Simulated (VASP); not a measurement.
# Ir (I4/mmm) in VASP: notebook

The runs below take Ir through single point, with LDA.

Everything below comes from runs of VASP 6.6.1. Logs are shortened: lines on timing, memory, paths and dates and some standing lists are left out, and cuts for length are marked.

## Step 1: The cell of the first run

Symmetry: I4/mmm, No. 139, tetragonal system. Conventional cell: a = 3.118 Å, b = 3.118 Å, c = 2.997 Å, α = 90.00°, β = 90.00°, γ = 90.00°. Within 3.5 Å of Ir (site symmetry 4/mmm) lie 14 Ir at 2.67 to 3.12 Å.

## Step 2: Single point, LDA (14.57 Å³/atom)

INCAR reads:

```
ALGO = Fast
EDIFF = 1E-7
ENCUT = 520
GGA = CA
ISIF = 2
ISMEAR = 0
LASPH = True
LCHARG = False
LREAL = False
LWAVE = False
NBANDS = 10
NELM = 80
PREC = Accurate
SIGMA = 0.15
```

KPOINTS reads:

```
k-points
0
Gamma
  22 22 22
```

POSCAR reads:

```
Ir
1.0
    0.0000000000      2.2049592438      1.4987107980
    2.2049592438      0.0000000000      1.4987107980
    2.2049592438      2.2049592438      0.0000000000
Ir
1
Direct
    0.0000000000      0.0000000000      0.0000000000
```

Potentials or basis: VASP PAW LDA potentials, release 64 (Ir).

Launch:

```sh
> cat potpaw_LDA.64/Ir/POTCAR > POTCAR
> mpirun -np 1 vasp_std > vasp.out
```

OUTCAR:

```text
EDIFF = 1E-7
   ENCUT = 520
   GGA = CA
   ISIF = 2
   ISMEAR = 0
   LASPH = True
   LREAL = False
   NELM = 80
   PREC = Accurate

 ion  position               nearest neighbor table
   1  0.000  0.000  0.000-

  LATTYP: Found a body centered tetragonal cell.
 ALAT       =     3.1182832671
 C/A-ratio  =     0.9612409583

  Lattice vectors:

 A1 = (   0.0000000000,  -2.2049592438,  -1.4987107980)
 A2 = (   0.0000000000,   2.2049592438,  -1.4987107980)
 A3 = (   2.2049592438,   0.0000000000,   1.4987107980)

Analysis of symmetry for initial positions (statically):
=====================================================================
 Subroutine PRICEL returns:
 Original cell was already a primitive cell.

 Routine SETGRP: Setting up the symmetry group for a
 body centered tetragonal supercell.

 Subroutine GETGRP returns: Found 16 space group operations
 (whereof 16 operations were pure point group operations)
 out of a pool of 16 trial point group operations.

The static configuration has the point symmetry D_4h.

Analysis of symmetry for dynamics (positions and initial velocities):
=====================================================================
 Subroutine PRICEL returns:
 Original cell was already a primitive cell.

 Routine SETGRP: Setting up the symmetry group for a
 body centered tetragonal supercell.

 Subroutine GETGRP returns: Found 16 space group operations
 (whereof 16 operations were pure point group operations)
 out of a pool of 16 trial point group operations.

The dynamic configuration has the point symmetry D_4h.

 Subroutine INISYM returns: Found 16 space group operations
 (whereof 16 operations are pure point group operations),
 and found     1 'primitive' translations

----------------------------------------------------------------------------------------

                                     Primitive cell

  volume of cell :      14.5730

  direct lattice vectors                    reciprocal lattice vectors
     0.000000000  2.204959244  1.498710798    -0.226761561  0.226761561  0.333620069
     2.204959244  0.000000000  1.498710798     0.226761561 -0.226761561  0.333620069
     2.204959244  2.204959244  0.000000000     0.226761561  0.226761561 -0.333620069

  length of vectors
     2.666079392  2.666079392  3.118283267     0.462756914  0.462756914  0.462756914

[... 82 lines left out ...]
   IBRION =     -1    ionic relax: 0-MD 1-quasi-New 2-CG
   NFREE  =      0    steps in history (QN), initial steepest desc. (CG)
   ISIF   =      2    stress and relaxation
   ISYM   =      2    0-nonsym 1-usesym 2-fastsym
   POTIM  = 0.5000    time-step for ionic-motion
   TEBEG  =    0.0;   TEEND  =   0.0 temperature during run
   PSTRESS=    0.0 pullay stress
   NELECT =       9.0000    total number of electrons
   NUPDOWN=      -1.0000    fix difference up-down
   EMIN   =  10.00;   EMAX   =-10.00  energy-range for DOS
   EFERMI =   0.00;   METHOD = LEGACY
   ISMEAR =     0;   SIGMA  =   0.15  broadening in eV -4-tet -1-fermi 0-gaus
   EFERMI_NEDOS =   21; number of points for ismear=-14 and -15
   IALGO  =     68    algorithm
   IMIX   =      4    mixing-type and parameters
     AMIX     =   0.40;   BMIX     =  1.00
     AMIX_MAG =   1.60;   BMIX_MAG =  1.00
  volume/ion in A,a.u.               =      14.57        98.34
  Fermi-wavevector in a.u.,A,eV,Ry     =   1.394139  2.634540 26.444596  1.943623
  Thomas-Fermi vector in A             =   2.517717
   LORBIT       =      0    0 simple, 1 ext, 2 COOP (PROOUT), +10 PAW based schemes
   GGA     = CA    functional components
   LHFCALC =     F    Hartree Fock is set to
   AEXX    =    0.0000 exact exchange contribution
   IVDW    =     0    specifies the selected vdW correction
   LEPSILON=     F    determine dielectric tensor
   LRPA    =     F    only Hartree local field effects (RPA)
 non-spin polarized calculation
 RMM-DIIS sequential band-by-band and
 Gauss-broadening in eV      SIGMA  =   0.15
  energy-cutoff  :      520.00
  volume of cell :       14.57
 maximum number of plane-waves:       408
   NGX =  9   NGY =  9   NGZ = 11

 number of electron       8.9999999 magnetization

 Free energy of the ion-electron system (eV)
  ---------------------------------------------------
  ext. energy  EPLUGINS =         0.00000000
  ---------------------------------------------------
  free energy    TOTEN  =        -9.68505746 eV

  energy without entropy =       -9.65903748  energy(sigma->0) =       -9.67204747

 E-fermi :   9.5429     XC(G=0): -13.9559

 val. band max:        9.5412829312   @ k =   0.4545   0.0455   0.0909
 cond. band min:       9.5430874155   @ k =   0.3182   0.0455   0.0000
 fundamental gap:      0.0018044843
 Fermi energy:         9.5428926388

 k-point     1 :       0.0000    0.0000    0.0000
  band No.  band energies     occupation
      1      -0.9928      2.00000
      2       5.7094      2.00000
      3       6.0984      2.00000
      4       6.0984      2.00000
      5       8.6455      2.00000
      6       9.3597      1.91591
      7      26.2261      0.00000
      8      26.2261      0.00000
      9      27.1103      0.00000
     10      37.2089      0.00000
[... 287 lines left out ...]
 k-point    24 :      -0.4545    0.0455    0.0000
  band No.  band energies     occupation
      1       2.2117      2.00000
      2       4.1228      2.00000
      3       8.2844      2.00000
      4       8.8797      2.00000
      5      10.4993      0.00000
      6      11.6241      0.00000
      7      18.1567      0.00000
      8      22.8841      0.00000
      9      26.2157      0.00000
     10      34.4413      0.00000

 [... further k-points ...]

------------------------ aborting loop because EDIFF is reached ----------------------------------------

  FORCE on cell =-STRESS in cart. coord.  units (eV):
  Direction    XX          YY          ZZ          XY          YZ          ZX
  --------------------------------------------------------------------------------------
  -------------------------------------------------------------------------------------
  Total        0.2501111      0.2501111     -1.7133473      0.0000000      0.0000000     -0.0000000
  in kB       27.4975923     27.4975923   -188.3679558      0.0000000      0.0000000     -0.0000000
  external PRESSURE =     -44.4575904 kB  Pullay stress =       0.0000000 kB

 VOLUME and BASIS-vectors are now :
 -----------------------------------------------------------------------------
  energy-cutoff  :      520.00
  volume of cell :       14.57
      direct lattice vectors                 reciprocal lattice vectors
     0.000000000  2.204959244  1.498710798    -0.226761561  0.226761561  0.333620069
     2.204959244  0.000000000  1.498710798     0.226761561 -0.226761561  0.333620069
     2.204959244  2.204959244  0.000000000     0.226761561  0.226761561 -0.333620069

 POSITION                                       TOTAL-FORCE (eV/Angst)
 -----------------------------------------------------------------------------------
      0.00000      0.00000      0.00000        -0.000000      0.000000     -0.000000
 -----------------------------------------------------------------------------------
    total drift:                               -0.000000      0.000000      0.000000

  FREE ENERGIE OF THE ION-ELECTRON SYSTEM (eV)
  ---------------------------------------------------
  free  energy   TOTEN  =        -9.6850574632 eV

  energy  without entropy=       -9.6590374815  energy(sigma->0) =       -9.67204747
```

OSZICAR:

```text
N       E                     dE             d eps       ncg     rms          rms(c)
DAV:   1     0.471275611820E+02    0.47128E+02   -0.43309E+03 16832   0.818E+02
DAV:   2    -0.925823219463E+01   -0.56386E+02   -0.53848E+02 17000   0.195E+02
DAV:   3    -0.102000765175E+02   -0.94184E+00   -0.93350E+00 19374   0.310E+01
DAV:   4    -0.102095884233E+02   -0.95119E-02   -0.95093E-02 19196   0.287E+00
DAV:   5    -0.102097920531E+02   -0.20363E-03   -0.20363E-03 19266   0.405E-01    0.153E+01
RMM:   6    -0.976243679522E+01    0.44736E+00   -0.36284E-01 17296   0.749E+00    0.642E+00
RMM:   7    -0.968922958991E+01    0.73207E-01   -0.15625E-01 17489   0.341E+00    0.184E+00
RMM:   8    -0.968539753042E+01    0.38321E-02   -0.19359E-02 19493   0.209E+00    0.667E-01
RMM:   9    -0.968523898311E+01    0.15855E-03   -0.38972E-03 19843   0.505E-01    0.212E-01
RMM:  10    -0.968508696438E+01    0.15202E-03   -0.15211E-03 18111   0.543E-01    0.777E-02
RMM:  11    -0.968505072485E+01    0.36240E-04   -0.16294E-04 21347   0.176E-01    0.202E-02
RMM:  12    -0.968505725186E+01   -0.65270E-05   -0.64641E-05 20270   0.553E-02    0.992E-03
RMM:  13    -0.968505777098E+01   -0.51912E-06   -0.37016E-06 22259   0.199E-02    0.115E-02
RMM:  14    -0.968505746661E+01    0.30437E-06   -0.21369E-06 19105   0.171E-02    0.101E-02
RMM:  15    -0.968505746318E+01    0.34304E-08   -0.42370E-07 15047   0.484E-03
   1 F= -.96850575E+01 E0= -.96720475E+01  d E =-.260200E-01
```

Run time: 58 s. Hardware: 1 thread of AMD EPYC 9R45 (Zen 5), shared host; peak memory 0.21 GiB.

What came out:

| Item | Value |
| --- | --- |
| Free energy | -9.6851 eV |
| Pressure | -4.4 GPa |
| Band gap on the k mesh | zero (an odd number of electrons rules out a gap without spin polarisation) |

Caveat: the stress differs along the axes, from -19 to 3 GPa; spin-orbit coupling is left out, which moves the levels of the heavy elements.

## Step 3: Single point, LDA (14.94 Å³/atom)

This run uses another cell than the first one, of 14.94 Å³/atom.

INCAR reads:

```
ALGO = Normal ; EDIFF = 1E-7
ENCUT = 520 ; ISIF = 2
ISMEAR = 0 ; LASPH = T
LCHARG = F ; LREAL = F
LWAVE = F ; NBANDS = 10
NELM = 60 ; PREC = Accurate
SIGMA = 0.15
```

KPOINTS is that of step 2.

POSCAR reads:

```
Ir
1.0
    0.0000000000      2.1668810392      1.5911407471
    2.1668810392      0.0000000000      1.5911407471
    2.1668810392      2.1668810392      0.0000000000
Ir
1
Direct
    0.0000000000      0.0000000000      0.0000000000
```

Potentials or basis: VASP PAW LDA potentials, release 64 (Ir).

Launch:

```sh
> cat potpaw_LDA.64/Ir/POTCAR > POTCAR
> mpirun -np 1 vasp_std > vasp.out
```

OUTCAR:

```text
EDIFF = 1E-7
   ENCUT = 520
   ISIF = 2
   ISMEAR = 0
   LASPH = T
   LREAL = F
   NELM = 60
   PREC = Accurate

 ion  position               nearest neighbor table
   1  0.000  0.000  0.000-

  LATTYP: Found a body centered tetragonal cell.
 ALAT       =     3.0644325537
 C/A-ratio  =     1.0384570189

  Lattice vectors:

 A1 = (   0.0000000000,  -2.1668810392,  -1.5911407471)
 A2 = (   0.0000000000,   2.1668810392,  -1.5911407471)
 A3 = (   2.1668810392,   0.0000000000,   1.5911407471)

Analysis of symmetry for initial positions (statically):
=====================================================================
 Subroutine PRICEL returns:
 Original cell was already a primitive cell.

 Routine SETGRP: Setting up the symmetry group for a
 body centered tetragonal supercell.

 Subroutine GETGRP returns: Found 16 space group operations
 (whereof 16 operations were pure point group operations)
 out of a pool of 16 trial point group operations.

The static configuration has the point symmetry D_4h.

Analysis of symmetry for dynamics (positions and initial velocities):
=====================================================================
 Subroutine PRICEL returns:
 Original cell was already a primitive cell.

 Routine SETGRP: Setting up the symmetry group for a
 body centered tetragonal supercell.

 Subroutine GETGRP returns: Found 16 space group operations
 (whereof 16 operations were pure point group operations)
 out of a pool of 16 trial point group operations.

The dynamic configuration has the point symmetry D_4h.

 Subroutine INISYM returns: Found 16 space group operations
 (whereof 16 operations are pure point group operations),
 and found     1 'primitive' translations

[... 113 lines left out ...]
  volume/ion in A,a.u.               =      14.94       100.83
  Fermi-wavevector in a.u.,A,eV,Ry     =   1.382567  2.612672 26.007409  1.911491
  Thomas-Fermi vector in A             =   2.507246
   LORBIT       =      0    0 simple, 1 ext, 2 COOP (PROOUT), +10 PAW based schemes
   GGA     = CA    functional components
   LHFCALC =     F    Hartree Fock is set to
   AEXX    =    0.0000 exact exchange contribution
   IVDW    =     0    specifies the selected vdW correction
   LEPSILON=     F    determine dielectric tensor
   LRPA    =     F    only Hartree local field effects (RPA)
 non-spin polarized calculation
 Gauss-broadening in eV      SIGMA  =   0.15
  energy-cutoff  :      520.00
  volume of cell :       14.94
 maximum number of plane-waves:       414
   NGX =  9   NGY =  9   NGZ = 11

 number of electron       9.0000001 magnetization

 Free energy of the ion-electron system (eV)
  ---------------------------------------------------
  ext. energy  EPLUGINS =         0.00000000
  ---------------------------------------------------
  free energy    TOTEN  =        -9.66481091 eV

  energy without entropy =       -9.63812072  energy(sigma->0) =       -9.65146581

 E-fermi :   9.1417     XC(G=0): -13.8132

 val. band max:        9.1409291668   @ k =  -0.3636   0.3182   0.2727
 cond. band min:       9.1422072890   @ k =   0.4545   0.0455   0.3182
 fundamental gap:      0.0012781222
 Fermi energy:         9.1417194034

 k-point     1 :       0.0000    0.0000    0.0000
  band No.  band energies     occupation
      1      -1.1533      2.00000
      2       5.5737      2.00000
      3       5.5737      2.00000
      4       5.9140      2.00000
      5       8.3147      2.00000
      6       8.9226      1.96118
      7      25.5792      0.00000
      8      26.3550      0.00000
      9      26.3550      0.00000
     10      36.3954      0.00000
[... 287 lines left out ...]
 k-point    24 :      -0.4545    0.0455    0.0000
  band No.  band energies     occupation
      1       1.9957      2.00000
      2       4.1734      2.00000
      3       7.6933      2.00000
      4       8.3963      2.00000
      5       9.9046      0.00000
      6      11.0424      0.00000
      7      17.1544      0.00000
      8      22.6577      0.00000
      9      26.1894      0.00000
     10      33.0478      0.00000

 [... further k-points ...]

------------------------ aborting loop because EDIFF is reached ----------------------------------------

  FORCE on cell =-STRESS in cart. coord.  units (eV):
  Direction    XX          YY          ZZ          XY          YZ          ZX
  --------------------------------------------------------------------------------------
  -------------------------------------------------------------------------------------
  Total       -1.8031219     -1.8031219      0.1336651      0.0000000      0.0000000     -0.0000000
  in kB     -193.3423223   -193.3423223     14.3324324      0.0000000      0.0000000     -0.0000000
  external PRESSURE =    -124.1174040 kB  Pullay stress =       0.0000000 kB

 VOLUME and BASIS-vectors are now :
 -----------------------------------------------------------------------------
  energy-cutoff  :      520.00
  volume of cell :       14.94
      direct lattice vectors                 reciprocal lattice vectors
     0.000000000  2.166881039  1.591140747    -0.230746400  0.230746400  0.314239957
     2.166881039  0.000000000  1.591140747     0.230746400 -0.230746400  0.314239957
     2.166881039  2.166881039  0.000000000     0.230746400  0.230746400 -0.314239957

 POSITION                                       TOTAL-FORCE (eV/Angst)
 -----------------------------------------------------------------------------------
      0.00000      0.00000      0.00000         0.000000      0.000000      0.000000
 -----------------------------------------------------------------------------------
    total drift:                               -0.000000     -0.000000     -0.000000

  FREE ENERGIE OF THE ION-ELECTRON SYSTEM (eV)
  ---------------------------------------------------
  free  energy   TOTEN  =        -9.6648109112 eV

  energy  without entropy=       -9.6381207186  energy(sigma->0) =       -9.65146581
```

It took 48 s on 1 thread of AMD EPYC 9R45 (Zen 5), shared host; peak memory 0.21 GiB.

What came out:

```yaml
Free_energy: -9.6648 eV
Pressure: -12.4 GPa
Band_gap_on_the_k_mesh: zero (an odd number of electrons rules out a gap without spin polarisation)
```

Stress tensor (GPa, compression positive):
```
-19.33   0.00   0.00
  0.00 -19.33   0.00
  0.00   0.00   1.43
```

Levels at points of the mesh, in eV from the Fermi level:
```csv
k point,band 1,band 2,band 3,band 4,band 5,band 6,band 7,band 8
"(0.00, 0.00, 0.00)",-10.30,-3.57,-3.57,-3.23,-0.83,-0.22,16.44,17.21
"(0.50, 0.00, 0.00)",-7.23,-5.08,-0.92,-0.05,-0.02,2.10,7.58,13.20
"(0.50, 0.50, 0.00)",-6.76,-6.71,1.35,1.53,1.53,7.08,8.23,8.23
"(0.50, 0.00, 0.50)",-7.18,-5.47,-0.33,0.06,0.19,2.22,7.90,12.80
```

Caveat: the stress differs along the axes, from -19 to 1 GPa; spin-orbit coupling is left out, which moves the levels of the heavy elements.

## Step 4: Single point, LDA (14.94 Å³/atom)

This run uses another cell than the first one, of 14.94 Å³/atom.

INCAR reads:

```
PREC = Accurate
ENCUT = 520
EDIFF = 1E-6
ISMEAR = 0
SIGMA = 0.15
LREAL = False
LASPH = True
NELM = 60
ALGO = Normal
ISIF = 2
LWAVE = False
LCHARG = True
GGA = CA
LELF = True
LVHAR = True
NBANDS = 10
```

KPOINTS reads:

```
Automatic mesh
0
Gamma
  22 22 22
```

POSCAR reads:

```
Ir
1.0
    0.0000000000      2.2234147828      1.5112550279
    2.2234147828      0.0000000000      1.5112550279
    2.2234147828      2.2234147828      0.0000000000
Ir
1
Direct
    0.0000000000      0.0000000000      0.0000000000
```

Launch:

```sh
> cat potpaw_LDA.64/Ir/POTCAR > POTCAR
> mpirun -np 1 vasp_std > vasp.out
```

Run time: 42 s. Hardware: 1 thread of AMD EPYC 9R45 (Zen 5), shared host; peak memory 0.21 GiB.

It converged, with:

```
Free energy            : -9.6657 eV
Pressure               : -12.4 GPa
Band gap on the k mesh : zero (an odd number of electrons rules out a gap without spin polarisation)
```

Stress tensor (GPa, compression positive):
```
 -5.67   0.00   0.00
  0.00  -5.67   0.00
  0.00   0.00 -25.82
```

Levels at points of the mesh, in eV from the Fermi level:
```tsv
k point	band 1	band 2	band 3	band 4	band 5	band 6	band 7	band 8
(0.00, 0.00, 0.00)	-10.28	-3.69	-3.32	-3.32	-0.85	-0.17	16.68	16.68
(0.50, 0.00, 0.00)	-7.18	-5.34	-0.56	0.11	0.13	2.18	7.81	12.94
(0.50, 0.50, 0.00)	-6.76	-6.69	1.42	1.42	1.61	7.45	7.45	8.68
(0.50, 0.00, 0.50)	-7.25	-4.91	-1.07	-0.13	-0.12	2.08	7.48	13.37
```

Caveat: the stress differs along the axes, from -26 to -6 GPa; spin-orbit coupling is left out, which moves the levels of the heavy elements.

## Step 5: The runs side by side

| cell | gap on the mesh (eV) | pressure (GPa) |
| --- | --- | --- |
| a = 2.666, b = 2.666, c = 3.118 Å, angles 54.2, 54.2, 71.6°, 1 atom | none | -4.4 |
| a = 2.688, b = 2.688, c = 3.064 Å, angles 55.3, 55.3, 69.5°, 1 atom | none | -12.4 |
| a = 2.688, b = 2.688, c = 3.144 Å, angles 54.2, 54.2, 71.6°, 1 atom | none | -12.4 |

Alike in all rows: task single point; level LDA; potentials or basis VASP PAW LDA potentials, release 64 (Ir); no spin polarisation; k mesh 22 × 22 × 22; cutoff (eV) 520; smearing gaussian 0.15 eV.

Caveats: spin-orbit coupling is left out, which moves the levels of the heavy elements; the stress differs along the axes, from -19 to 3 GPa (at least some runs); the stress differs along the axes, from -19 to 1 GPa (at least some runs); the stress differs along the axes, from -26 to -6 GPa (at least some runs).

Absolute energies hang on the potentials; compare differences alone.
